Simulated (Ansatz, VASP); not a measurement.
**One calculation of MoS2, two programs**

```xyz
6
Lattice="3.1732 0.0000 0.0000 -1.5866 2.7481 0.0000 0.0000 0.0000 12.4392" Properties=species:S:1:pos:R:3 pbc="T T T"
Mo    1.5866    0.9160    3.1098
Mo    0.0000    1.8321    9.3294
S     1.5866    0.9160    7.7736
S     0.0000    1.8321    4.6656
S     1.5866    0.9160   10.8852
S     0.0000    1.8321    1.5540
```

Alike in both runs: functional r2SCAN; dispersion rVV10; k mesh 12 × 12 × 4; occupations gaussian, width 0.02 eV; no spin polarisation.

Ansatz relaxed the structure, and its values are those at the end. VASP's run is a single point on that final structure, the one shown.

|  | VASP | Ansatz |
| --- | --- | --- |
| version | VASP 6.6.1 | Ansatz 0.2.0 |
| potentials or method | VASP PAW PBE potentials, release 64 (Mo_sv, S), cutoff 520 eV | scalar-relativistic, plane waves, PAW |
| valence electrons in the cell | 52 | 52 |

|  | VASP | Ansatz | Ansatz less VASP |
| --- | --- | --- | --- |
| gap on the k mesh at the Fermi level (eV) | 1.04 | 1.02 | -0.011 |
| least direct gap on the mesh (eV) | 1.75 | 1.74 | -0.008 |
| pressure (GPa) | 0.2 | 0.0 | -0.16 |
| rms of the force components (eV/Å) | 0.007 | 0.000 | -0.0065 |

VASP's potentials were made for PBE, not for r2SCAN.
